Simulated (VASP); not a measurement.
# SnS2 (P-3m1) in VASP: single point with PBE

Aim: the single point of SnS2 with PBE.

Program: VASP 6.6.1. These are calculated values, not measurements. Logs are shortened: lines on timing, memory, paths and dates and some standing lists are left out, and cuts for length are marked.

### Step 1. The cell of the first run

The structure is trigonal, space group P-3m1 (No. 164). The conventional cell has a = 3.639 Å, b = 3.639 Å, c = 5.868 Å, α = 90.00°, β = 90.00°, γ = 120.00°. Within 3.4 Å of Sn (site symmetry -3m) lie 6 S at 2.56 Å. S (site symmetry 3m) has 3 Sn at 2.56 Å within 3.4 Å.

### Step 2. Single point, PBE

Contents of INCAR:

```
  PREC = Accurate
  ENCUT = 500
  EDIFF = 1E-6
  ISMEAR = 0
  SIGMA = 0.01
  LREAL = F
  LASPH = T
  NELM = 120
  ALGO = Normal
  ISIF = 2
  LWAVE = F
  LCHARG = F
  GGA = PE
  NBANDS = 20
  GGA_COMPAT = F
```

Contents of KPOINTS:

```
regular mesh
0
Gamma
  6 6 3
```

Contents of POSCAR:

```
SnS2
1.0
    3.6390000000      0.0000000000      0.0000000000
   -1.8195000000      3.1514664444      0.0000000000
    0.0000000000      0.0000000000      5.8680000000
Sn S
1 2
Direct
    0.0000000000      0.0000000000      0.0000000000
    0.3333333333      0.6666666667      0.2500000000
    0.6666666667      0.3333333333      0.7500000000
```

Potentials or basis: VASP PAW PBE potentials, release 64 (Sn_d, S).

Run with:

```sh
> cat potpaw_PBE.64/Sn_d/POTCAR potpaw_PBE.64/S/POTCAR > POTCAR
> mpirun -np 1 vasp_std > vasp.out
```

OUTCAR:

```text
PREC = Accurate
   ENCUT = 500
   EDIFF = 1E-6
   ISMEAR = 0
   LREAL = F
   LASPH = T
   NELM = 120
   ISIF = 2
   GGA = PE

 ion  position               nearest neighbor table
   1  0.000  0.000  0.000-   2 2.56   3 2.56   3 2.56   2 2.56   3 2.56   2 2.56
   2  0.333  0.667  0.250-   1 2.56   1 2.56   1 2.56
   3  0.667  0.333  0.750-   1 2.56   1 2.56   1 2.56

  LATTYP: Found a hexagonal cell.
 ALAT       =     3.6390000000
 C/A-ratio  =     1.6125309151

  Lattice vectors:

 A1 = (   3.6390000000,   0.0000000000,   0.0000000000)
 A2 = (  -1.8195000000,   3.1514664444,   0.0000000000)
 A3 = (   0.0000000000,   0.0000000000,   5.8680000000)

Analysis of symmetry for initial positions (statically):
=====================================================================
 Subroutine PRICEL returns:
 Original cell was already a primitive cell.

 Routine SETGRP: Setting up the symmetry group for a
 hexagonal supercell.

 Subroutine GETGRP returns: Found 12 space group operations
 (whereof 12 operations were pure point group operations)
 out of a pool of 24 trial point group operations.

The static configuration has the point symmetry D_3d.

Analysis of symmetry for dynamics (positions and initial velocities):
=====================================================================
 Subroutine PRICEL returns:
 Original cell was already a primitive cell.

 Routine SETGRP: Setting up the symmetry group for a
 hexagonal supercell.

 Subroutine GETGRP returns: Found 12 space group operations
 (whereof 12 operations were pure point group operations)
 out of a pool of 24 trial point group operations.

The dynamic configuration has the point symmetry D_3d.

 Subroutine INISYM returns: Found 12 space group operations
 (whereof 12 operations are pure point group operations),
 and found     1 'primitive' translations

----------------------------------------------------------------------------------------

                                     Primitive cell

  volume of cell :      67.2953

  direct lattice vectors                    reciprocal lattice vectors
     3.639000000  0.000000000  0.000000000     0.274800769  0.158656298  0.000000000
    -1.819500000  3.151466444  0.000000000     0.000000000  0.317312596  0.000000000
     0.000000000  0.000000000  5.868000000     0.000000000  0.000000000  0.170415815

  length of vectors
     3.639000000  3.639000000  5.868000000     0.317312596  0.317312596  0.170415815

  position of ions in fractional coordinates (direct lattice)
     0.000000000  0.000000000  0.000000000
     0.333333333  0.666666667  0.250000000
     0.666666667  0.333333333  0.750000000

  ion indices of the primitive-cell ions
   primitive index   ion index
                 1           1
                 2           2
                 3           3

----------------------------------------------------------------------------------------

 KPOINTS: regular mesh

Automatic generation of k-mesh.
 Grid dimensions read from file:
 generate k-points for:    6    6    3

 Generating k-lattice:

  Cartesian coordinates                     Fractional coordinates (reciprocal lattice)
     0.045800128  0.026442716  0.000000000     0.166666667  0.000000000  0.000000000
     0.000000000  0.052885433  0.000000000     0.000000000  0.166666667  0.000000000
     0.000000000  0.000000000  0.056805272     0.000000000  0.000000000  0.333333333

  Length of vectors
     0.052885433  0.052885433  0.056805272

  Shift w.r.t. Gamma in fractional coordinates (k-lattice)
     0.000000000  0.000000000  0.000000000

 Subroutine IBZKPT returns following result:
 ===========================================

 Found     17 irreducible k-points:

 Following reciprocal coordinates:
            Coordinates               Weight
  0.000000  0.000000  0.000000      1.000000
  0.166667  0.000000  0.000000      6.000000
  0.333333  0.000000  0.000000      6.000000
  0.500000  0.000000  0.000000      3.000000
  0.166667  0.166667  0.000000      6.000000
  0.333333  0.166667  0.000000     12.000000
[... 9 lines left out ...]
 -0.166667  0.500000  0.333333     12.000000
  0.333333  0.333333  0.333333      4.000000
   k-points           NKPTS =     17   k-points in BZ     NKDIM =     17   number of bands    NBANDS=     20
   number of dos      NEDOS =    301   number of ions     NIONS =      3
   total plane-waves  NPLWV =  37632
   dimension x,y,z NGX =    28 NGY =   28 NGZ =   48
   dimension x,y,z NGXF=    56 NGYF=   56 NGZF=   96
   ions per type =               1   2
   NGX,Y,Z   is equivalent  to a cutoff of  12.79, 12.79, 13.60 a.u.
   NGXF,Y,Z  is equivalent  to a cutoff of  25.58, 25.58, 27.20 a.u.
 SYSTEM =  unknown system
   PREC   = accura    normal or accurate (medium, high low for compatibility)
   ISTART =      0    job   : 0-new  1-cont  2-samecut
   ICHARG =      2    charge: 1-file 2-atom 10-const
   ISPIN  =      1    spin polarized calculation?
   LNONCOLLINEAR =      F non collinear calculations
   LSORBIT =      F    spin-orbit coupling
   LASPH  =      T    aspherical Exc in radial PAW
   ENCUT  =  500.0 eV  36.75 Ry    6.06 a.u.   6.63  6.63 10.70*2*pi/ulx,y,z
   NELM   =    120;   NELMIN=  2; NELMDL= -5     # of ELM steps
   EDIFF  = 0.1E-05   stopping-criterion for ELM
   LREAL  =      F    real-space projection
   EDIFFG = 0.1E-04   stopping-criterion for IOM
   NSW    =      0    number of steps for IOM
   IBRION =     -1    ionic relax: 0-MD 1-quasi-New 2-CG
   NFREE  =      0    steps in history (QN), initial steepest desc. (CG)
   ISIF   =      2    stress and relaxation
   ISYM   =      2    0-nonsym 1-usesym 2-fastsym
   POTIM  = 0.5000    time-step for ionic-motion
   TEBEG  =    0.0;   TEEND  =   0.0 temperature during run
   PSTRESS=    0.0 pullay stress
   NELECT =      26.0000    total number of electrons
   NUPDOWN=      -1.0000    fix difference up-down
   EMIN   =  10.00;   EMAX   =-10.00  energy-range for DOS
   EFERMI =   0.00;   METHOD = LEGACY
   ISMEAR =     0;   SIGMA  =   0.01  broadening in eV -4-tet -1-fermi 0-gaus
   EFERMI_NEDOS =   21; number of points for ismear=-14 and -15
   IALGO  =     38    algorithm
   IMIX   =      4    mixing-type and parameters
     AMIX     =   0.40;   BMIX     =  1.00
     AMIX_MAG =   1.60;   BMIX_MAG =  1.00
  volume/ion in A,a.u.               =      22.43       151.38
  Fermi-wavevector in a.u.,A,eV,Ry     =   1.192352  2.253218 19.343434  1.421702
  Thomas-Fermi vector in A             =   2.328392
   LORBIT       =      0    0 simple, 1 ext, 2 COOP (PROOUT), +10 PAW based schemes
   GGA     = PE    functional components
   LHFCALC =     F    Hartree Fock is set to
   AEXX    =    0.0000 exact exchange contribution
   IVDW    =     0    specifies the selected vdW correction
   LEPSILON=     F    determine dielectric tensor
   LRPA    =     F    only Hartree local field effects (RPA)
 non-spin polarized calculation
 Gauss-broadening in eV      SIGMA  =   0.01
  energy-cutoff  :      500.00
  volume of cell :       67.30
 maximum number of plane-waves:      1737
 NGX is ok and might be reduce to    28
   NGX = 13   NGY = 13   NGZ = 21

 number of electron      26.0000007 magnetization

 Free energy of the ion-electron system (eV)
  ---------------------------------------------------
  ext. energy  EPLUGINS =         0.00000000
  ---------------------------------------------------
  free energy    TOTEN  =       -13.13010596 eV

  energy without entropy =      -13.13010596  energy(sigma->0) =      -13.13010596

 E-fermi :   4.9120     XC(G=0):  -9.6600

 val. band max:        4.7982577369   @ k =   0.0000   0.0000   0.0000
 cond. band min:       6.2443057318   @ k =   0.5000   0.0000   0.3333
 fundamental gap:      1.4460479949
 Fermi energy:         4.9119960775

 k-point     1 :       0.0000    0.0000    0.0000
  band No.  band energies     occupation
      1     -16.1466      2.00000
      2     -16.1466      2.00000
      3     -16.1026      2.00000
      4     -16.0740      2.00000
      5     -16.0740      2.00000
      6      -9.0602      2.00000
[... 12 lines left out ...]
     19      14.3557      0.00000
     20      14.3557      0.00000

 k-point     2 :       0.1667    0.0000    0.0000
  band No.  band energies     occupation
      1     -16.1648      2.00000
      2     -16.1314      2.00000
      3     -16.0919      2.00000
      4     -16.0822      2.00000
      5     -16.0718      2.00000
      6      -8.7484      2.00000
[... 12 lines left out ...]
     19      13.7882      0.00000
     20      14.6204      0.00000

 k-point     3 :       0.3333    0.0000    0.0000
  band No.  band energies     occupation
      1     -16.2070      2.00000
      2     -16.1147      2.00000
      3     -16.1057      2.00000
      4     -16.0572      2.00000
      5     -16.0534      2.00000
      6      -7.8965      2.00000
[... 12 lines left out ...]
     19      14.2012      0.00000
     20      15.2799      0.00000

 k-point     4 :       0.5000    0.0000    0.0000
  band No.  band energies     occupation
      1     -16.2292      2.00000
      2     -16.1138      2.00000
      3     -16.1129      2.00000
      4     -16.0424      2.00000
      5     -16.0374      2.00000
      6      -7.1171      2.00000
[... 12 lines left out ...]
     19      15.2760      0.00000
     20      15.8669      0.00000

 k-point     5 :       0.1667    0.1667    0.0000
  band No.  band energies     occupation
      1     -16.1853      2.00000
      2     -16.1276      2.00000
      3     -16.0929      2.00000
      4     -16.0797      2.00000
      5     -16.0539      2.00000
      6      -8.1593      2.00000
[... 12 lines left out ...]
     19      12.4442      0.00000
     20      15.6035      0.00000
[... 192 lines left out ...]
      6      -8.0435      2.00000
[... 12 lines left out ...]
     19      13.4268      0.00000
     20      14.2375      0.00000

 k-point    15 :       0.3333    0.1667    0.3333
  band No.  band energies     occupation
      1     -16.2065      2.00000
      2     -16.1308      2.00000
      3     -16.1000      2.00000
      4     -16.0591      2.00000
      5     -16.0407      2.00000
      6      -7.1317      2.00000
[... 12 lines left out ...]
     19      14.4482      0.00000
     20      15.3185      0.00000

 k-point    16 :      -0.1667    0.5000    0.3333
  band No.  band energies     occupation
      1     -16.2065      2.00000
      2     -16.1308      2.00000
      3     -16.1001      2.00000
      4     -16.0591      2.00000
      5     -16.0407      2.00000
      6      -7.1315      2.00000
[... 12 lines left out ...]
     19      13.9371      0.00000
     20      15.2768      0.00000

 k-point    17 :       0.3333    0.3333    0.3333
  band No.  band energies     occupation
      1     -16.1711      2.00000
      2     -16.1711      2.00000
      3     -16.0731      2.00000
      4     -16.0731      2.00000
      5     -16.0488      2.00000
      6      -6.5275      2.00000
[... 12 lines left out ...]
     19      14.3372      0.00000
     20      14.3372      0.00000

------------------------ aborting loop because EDIFF is reached ----------------------------------------

  FORCE on cell =-STRESS in cart. coord.  units (eV):
  Direction    XX          YY          ZZ          XY          YZ          ZX
  --------------------------------------------------------------------------------------
  -------------------------------------------------------------------------------------
  Total        1.8233656      1.8233656      1.6676877      0.0000000      0.0000000      0.0000000
  in kB       43.4109700     43.4109700     39.7045662      0.0000000      0.0000000      0.0000000
  external PRESSURE =      42.1755021 kB  Pullay stress =       0.0000000 kB

 VOLUME and BASIS-vectors are now :
 -----------------------------------------------------------------------------
  energy-cutoff  :      500.00
  volume of cell :       67.30
      direct lattice vectors                 reciprocal lattice vectors
     3.639000000  0.000000000  0.000000000     0.274800769  0.158656298  0.000000000
    -1.819500000  3.151466444  0.000000000     0.000000000  0.317312596  0.000000000
     0.000000000  0.000000000  5.868000000     0.000000000  0.000000000  0.170415815

 POSITION                                       TOTAL-FORCE (eV/Angst)
 -----------------------------------------------------------------------------------
      0.00000      0.00000      0.00000        -0.000000      0.000000     -0.000000
     -0.00000      2.10098      1.46700        -0.000000      0.000000      0.223030
      1.81950      1.05049      4.40100         0.000000     -0.000000     -0.223030
 -----------------------------------------------------------------------------------
    total drift:                               -0.000000     -0.000000     -0.000000

  FREE ENERGIE OF THE ION-ELECTRON SYSTEM (eV)
  ---------------------------------------------------
  free  energy   TOTEN  =       -13.1301059605 eV

  energy  without entropy=      -13.1301059605  energy(sigma->0) =      -13.13010596
```

It took 11 s on 1 thread of Intel Xeon Platinum 8488C (Sapphire Rapids), shared host; peak memory 0.19 GiB.

What came out:

```yaml
Free_energy: -13.1301 eV
Pressure: 4.2 GPa
Largest_force: 0.223 eV/Å
Band_gap_on_the_k_mesh: 1.45 eV (least direct gap 2.00 eV)
```

Forces on the atoms (eV/Å):
```
Sn   0.000  0.000  0.000
S    0.000  0.000  0.223
S    0.000  0.000 -0.223
```

Stress tensor (GPa, compression positive):
```
4.34 0.00 0.00
0.00 4.34 0.00
0.00 0.00 3.97
```

Levels at points of the mesh, in eV from the valence-band top:
```tsv
k point	band 9	band 10	band 11	band 12	band 13	band 14	band 15	band 16	band 17	band 18
(0.00, 0.00, 0.00)	-0.64	-0.64	-0.36	-0.36	0.00	2.01	3.67	5.46	5.46	8.96
(0.50, 0.00, 0.00)	-4.40	-2.76	-2.56	-1.04	-0.29	1.74	4.50	5.95	6.15	7.65
```

Caveat: the cell stands under pressure; spin-orbit coupling is left out, which moves the levels of the heavy elements; this functional lacks dispersion, which binds layers or chains, so the pressure and a relaxed spacing across them are unreliable.
